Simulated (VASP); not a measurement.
# Sb (R-3m) in VASP: further runs, part 2 of 2

VASP 6.6.1. The steps go on from the part before.

### 3 Single point, PBEsol (volume scaled by 0.99)

Contents of INCAR:

```
SYSTEM = Sb
PREC     = Accurate       ! precision mode
ENCUT    = 500            ! plane-wave cutoff, eV
EDIFF    = 1E-6           ! SCF threshold, eV
ISMEAR   = -1             ! smearing method
SIGMA    = 0.05           ! smearing width, eV
LREAL    = .FALSE.        ! projectors in reciprocal space
LASPH    = .TRUE.         ! aspherical terms in the spheres
NELM     = 120            ! most SCF steps
ALGO     = Normal         ! electronic algorithm
ISIF     = 2              ! what is computed and relaxed
LWAVE    = .FALSE.        ! write WAVECAR
LCHARG   = .FALSE.        ! write CHGCAR
GGA      = PS             ! functional
NBANDS   = 12             ! bands
GGA_COMPAT= .FALSE.
```

Contents of KPOINTS:

```
Automatic mesh
0
G
  9 9 9
  0 0 0
```

Contents of POSCAR:

```
Sb
1.0
    2.1434076350      1.2374969751      3.7314781673
   -2.1434076350      1.2374969751      3.7314781673
    0.0000000000     -2.4749939500      3.7314781673
Sb
2
Direct
    0.2336400000      0.2336400000      0.2336400000
    0.7663600000      0.7663600000      0.7663600000
```

Potentials or basis: VASP PAW PBE potentials, release 64 (Sb).

On the command line:

```console
$ cat potpaw_PBE.64/Sb/POTCAR > POTCAR
$ mpirun -np 1 vasp_std > vasp.out
```

OUTCAR:

```text
SYSTEM = Sb
   PREC = Accurate
   ENCUT = 500
   EDIFF = 1E-6
   ISMEAR = -1
   LREAL = .FALSE.
   LASPH = .TRUE.
   NELM = 120
   ISIF = 2
   GGA = PS

 ion  position               nearest neighbor table
   1  0.234  0.234  0.234-   2 2.89   2 2.89   2 2.89   2 3.33   2 3.33   2 3.33
   2  0.766  0.766  0.766-   1 2.89   1 2.89   1 2.89   1 3.33   1 3.33   1 3.33

  LATTYP: Found a trigonal (rhomboedric) cell.
 ALAT       =     4.4776695240
 COS(alpha) =     0.5417151843

  Lattice vectors:

 A1 = (   2.1434076350,   1.2374969751,   3.7314781673)
 A2 = (  -2.1434076350,   1.2374969751,   3.7314781673)
 A3 = (   0.0000000000,  -2.4749939500,   3.7314781673)

Analysis of symmetry for initial positions (statically):
=====================================================================
 Subroutine PRICEL returns:
 Original cell was already a primitive cell.

 Routine SETGRP: Setting up the symmetry group for a
 trigonal (rhombohedral) supercell.

 Subroutine GETGRP returns: Found 12 space group operations
 (whereof 12 operations were pure point group operations)
 out of a pool of 12 trial point group operations.

The static configuration has the point symmetry D_3d.

Analysis of symmetry for dynamics (positions and initial velocities):
=====================================================================
 Subroutine PRICEL returns:
 Original cell was already a primitive cell.

 Routine SETGRP: Setting up the symmetry group for a
 trigonal (rhombohedral) supercell.

 Subroutine GETGRP returns: Found 12 space group operations
 (whereof 12 operations were pure point group operations)
 out of a pool of 12 trial point group operations.

The dynamic configuration has the point symmetry D_3d.

 Subroutine INISYM returns: Found 12 space group operations
 (whereof 12 operations are pure point group operations),
 and found     1 'primitive' translations

[... 117 lines left out ...]
  Thomas-Fermi vector in A             =   2.027423
   LORBIT       =      0    0 simple, 1 ext, 2 COOP (PROOUT), +10 PAW based schemes
   GGA     = PS    functional components
   LHFCALC =     F    Hartree Fock is set to
   AEXX    =    0.0000 exact exchange contribution
   IVDW    =     0    specifies the selected vdW correction
   LEPSILON=     F    determine dielectric tensor
   LRPA    =     F    only Hartree local field effects (RPA)
 non-spin polarized calculation
  energy-cutoff  :      500.00
  volume of cell :       59.39
 maximum number of plane-waves:      1525
 NGX is ok and might be reduce to    36
   NGX = 17   NGY = 17   NGZ = 17

 number of electron      10.0000000 magnetization

 Free energy of the ion-electron system (eV)
  ---------------------------------------------------
  ext. energy  EPLUGINS =         0.00000000
  ---------------------------------------------------
  free energy    TOTEN  =        -9.11350604 eV

  energy without entropy =       -9.11160431  energy(sigma->0) =       -9.11255517

 E-fermi :   7.3464     XC(G=0):  -9.7374

 val. band max:        7.3077939032   @ k =   0.3333   0.2222   0.2222
 cond. band min:       7.3510095060   @ k =   0.4444  -0.0000  -0.0000
 fundamental gap:      0.0432156029
 Fermi energy:         7.3463596649

 k-point     1 :       0.0000    0.0000    0.0000
  band No.  band energies     occupation
      1      -5.5190      2.00000
      2       2.6367      2.00000
      3       5.2608      2.00000
      4       5.5243      2.00000
      5       5.5243      2.00000
      6       9.4249      0.00000
      7      10.0754      0.00000
      8      10.0754      0.00000
      9      12.3916      0.00000
     10      12.3916      0.00000
     11      12.5640      0.00000
     12      13.7819      0.00000
[... 331 lines left out ...]
 k-point    24 :       0.4444    0.4444   -0.0000
  band No.  band energies     occupation
      1      -3.2428      2.00000
      2      -0.5707      2.00000
      3       1.9728      2.00000
      4       3.5797      2.00000
      5       3.6481      2.00000
      6       8.8038      0.00000
      7      12.2978      0.00000
      8      12.8417      0.00000
      9      13.9665      0.00000
     10      15.9774      0.00000
     11      17.0234      0.00000
     12      18.2048      0.00000

 [... further k-points ...]
[... 5 lines left out ...]
  --------------------------------------------------------------------------------------
  -------------------------------------------------------------------------------------
  Total        0.5442908      0.5442908      0.2884367      0.0000000      0.0000000      0.0000000
  in kB       14.6845450     14.6845450      7.7817982      0.0000000      0.0000000      0.0000000
  external PRESSURE =      12.3836294 kB  Pullay stress =       0.0000000 kB

 VOLUME and BASIS-vectors are now :
 -----------------------------------------------------------------------------
  energy-cutoff  :      500.00
  volume of cell :       59.39
      direct lattice vectors                 reciprocal lattice vectors
     2.143407635  1.237496975  3.731478167     0.233273406  0.134680464  0.089330104
    -2.143407635  1.237496975  3.731478167    -0.233273406  0.134680464  0.089330104
     0.000000000 -2.474993950  3.731478167     0.000000000 -0.269360928  0.089330104

 POSITION                                       TOTAL-FORCE (eV/Angst)
 -----------------------------------------------------------------------------------
      0.00000      0.00000      2.61547         0.000000      0.000000      0.256178
      0.00000      0.00000      8.57897         0.000000     -0.000000     -0.256178
 -----------------------------------------------------------------------------------
    total drift:                                0.000000     -0.000000      0.000000

  FREE ENERGIE OF THE ION-ELECTRON SYSTEM (eV)
  ---------------------------------------------------
  free  energy   TOTEN  =        -9.1135060395 eV

  energy  without entropy=       -9.1116043061  energy(sigma->0) =       -9.11255517
```

stdout:

```text
POSCAR found type information on POSCAR Sb
 POSCAR found :  1 types and       2 ions
 scaLAPACK will be used
 -----------------------------------------------------------------------------
|                                                                             |
|                                                                             |
|     You enforced a specific xc type in the INCAR file but a different       |
|     I HOPE YOU KNOW WHAT YOU ARE DOING!                                     |
|                                                                             |
 -----------------------------------------------------------------------------

 LDA part: xc-table for (Slater+PW92), standard interpolation
 POSCAR, INCAR and KPOINTS ok, starting setup
 FFT: planning ... GRIDC
 FFT: planning ... GRID_SOFT
 FFT: planning ... GRID
 WAVECAR not read
 entering main loop
```

Wall time 18 s (1 thread of Intel Xeon 6975P-C (Granite Rapids), shared host); peak memory 0.22 GiB.

Results:

```
Free energy            : -9.1135 eV
Pressure               : 1.2 GPa
Largest force          : 0.256 eV/Å
Band gap on the k mesh : 0.04 eV, indirect (least direct gap 0.48 eV)
```

Forces in eV/Å, atoms in the order of the input:
```
Sb   0.000  0.000  0.256
Sb   0.000  0.000 -0.256
```

Caveat: the PAW data sets were made with another functional, which shifts forces and pressure a little; spin-orbit coupling is left out, which moves the levels of the heavy elements.

### 4 Single point, PBEsol (zz strain of +2 %)

Contents of INCAR:

```
SYSTEM = Sb
  PREC = Accurate
  ENCUT = 500
  EDIFF = 1E-6
  ISMEAR = -1
  SIGMA = 0.05
  LREAL = .False.
  LASPH = .True.
  NELM = 120
  ALGO = Normal
  ISIF = 2
  LWAVE = .False.
  LCHARG = .True.
  GGA = PS
  LELF = .True.
  LVHAR = .True.
  NBANDS = 12
  GGA_COMPAT = .False.
```

Contents of KPOINTS:

```
Automatic mesh
0
Gamma
  9 9 9
  0 0 0
```

Contents of POSCAR:

```
Sb
1.0
    2.1506003320      1.2416496806      3.8188800000
   -2.1506003320      1.2416496806      3.8188800000
    0.0000000000     -2.4832993611      3.8188800000
Sb
2
Direct
    0.2336400000      0.2336400000      0.2336400000
    0.7663600000      0.7663600000      0.7663600000
```

On the command line:

```console
$ cat potpaw_PBE.64/Sb/POTCAR > POTCAR
$ mpirun -np 1 vasp_std > vasp.out
```

Wall time 18 s (1 thread of Intel Xeon 6975P-C (Granite Rapids), shared host); peak memory 0.22 GiB.

It converged, with:

| Quantity | Value |
| --- | --- |
| Free energy | -9.1134 eV |
| Pressure | -0.4 GPa |
| Largest force | 0.067 eV/Å |
| Band gap on the k mesh | 0.05 eV, indirect (least direct gap 0.51 eV) |

Forces in eV/Å, atoms in the order of the input:
```
Sb   0.000  0.000  0.067
Sb   0.000  0.000 -0.067
```

Stress tensor (GPa, compression positive):
```
-0.03  0.00  0.00
 0.00 -0.03  0.00
 0.00  0.00 -1.16
```

Levels at points of the mesh, in eV from the valence-band top:
```csv
k point,band 2,band 3,band 4,band 5,band 6,band 7,band 8,band 9
"(0.00, 0.00, 0.00)",-4.87,-2.12,-1.66,-1.66,2.09,2.70,2.70,5.18
```

Caveat: the cell differs from its parent crystal (zz strain of +2 %); the PAW data sets were made with another functional, which shifts forces and pressure a little; spin-orbit coupling is left out, which moves the levels of the heavy elements. A k mesh can miss the band edges.

### 5 Overview

| cell | gap on the mesh (eV) | pressure (GPa) | largest force (eV/Å) |
| --- | --- | --- | --- |
| a = 4.462 Å, angles 57.6°, 2 atoms | 0.06 | 1.2 | 0.27 |
| a = 4.478 Å, angles 57.2°, 2 atoms | 0.04 | 1.2 | 0.26 |
| a = 4.555 Å, angles 56.3°, 2 atoms | 0.05 | -0.4 | 0.07 |

Alike in all rows: task single point; level PBEsol; potentials or basis VASP PAW PBE potentials, release 64 (Sb); no spin polarisation; k mesh 9 × 9 × 9; cutoff (eV) 500; smearing fermi-dirac 0.05 eV.

Caveats: the PAW data sets were made with another functional, which shifts forces and pressure a little; spin-orbit coupling is left out, which moves the levels of the heavy elements.

Total energies depend on the potentials used, so only differences within one code and one set of settings carry meaning.
